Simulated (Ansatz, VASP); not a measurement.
**Two plane-wave programs on Na2Au**

```
Na Au
1.0
    -3.55562    3.55562    2.74097
     3.55562   -3.55562    2.74097
     3.55562    3.55562   -2.74097
Na Au
4 2
Direct
  0.67227 0.17227 0.84455
  0.17227 0.32773 0.50000
  0.32773 0.82773 0.15545
  0.82773 0.67227 0.50000
  0.25000 0.25000 0.00000
  0.75000 0.75000 0.00000
```

Alike in both runs: functional LDA; k mesh 8 × 8 × 8; occupations gaussian, width 0.1 eV; no spin polarisation.

Ansatz relaxed the structure, and its values are those at the end. VASP's run is a single point on that final structure, the one shown.

```csv
,VASP,Ansatz
version,VASP 6.6.1,Ansatz 0.2.0
potentials or method,"VASP PAW LDA potentials, release 64 (Na_pv, Au), cutoff 500 eV","scalar-relativistic, plane waves, PAW"
valence electrons in the cell,50,74
```

```csv
,VASP,Ansatz,Ansatz less VASP
gap on the k mesh at the Fermi level (eV),none,none,-
pressure (GPa),0.1,0.0,-0.08
```

LDA's correlation is that of Perdew and Zunger in VASP and of Perdew and Wang (1992) in Ansatz. A gap of «none» marks a metal or a gap that the smearing closes. VASP's potentials hold 50 valence electrons a cell and Ansatz's 74, so a difference there can come from the potentials and not from the codes.

Spin-orbit coupling is off throughout.
